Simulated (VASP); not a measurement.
**BN: single point with PBE**

BN:

```xyz
2
Lattice="0.0000 1.7371 1.7371 1.7371 0.0000 1.7371 1.7371 1.7371 0.0000" Properties=species:S:1:pos:R:3 pbc="T T T"
B     0.0000    0.0000    0.0000
N     1.7371    1.7371    1.7371
```

This cell differs from its parent crystal: strain -0.5%.

| Quantity | Value |
| --- | --- |
| Program | VASP 6.6.1 |
| Task | single point |
| Functional | PBE |
| Potentials or basis | VASP PAW PBE potentials, release 64 (B, N) |
| Cutoff | 520 eV |
| k mesh | 12 × 12 × 12 |
| Occupations | fermi-dirac, width 0.02 eV |
| Spin | no spin polarisation |

```json
{
  "Pressure": "10.0 GPa",
  "Band gap on the k mesh": "1.31 eV, indirect (least direct gap 5.91 eV)"
}
```

Levels at points of the mesh, in eV from the valence-band top:
```
           k point  band 2  band 3  band 4  band 5  band 6  band 7
(0.00, 0.00, 0.00)   -0.94   -0.94   -0.94    9.49   12.19   12.19
(0.50, 0.00, 0.00)  -12.79   -0.71   -0.71    5.20    5.20    7.36
(0.50, 0.50, 0.00)  -12.13   -5.78   -5.78    1.31    8.75   14.81
```

Wall time 5.8 s on 1 thread of Intel Xeon 6975P-C, with other jobs on the host, peak memory 0.12 GiB.

Caveat: the cell differs from its parent crystal (strain -0.5%). A k mesh can miss the band edges.
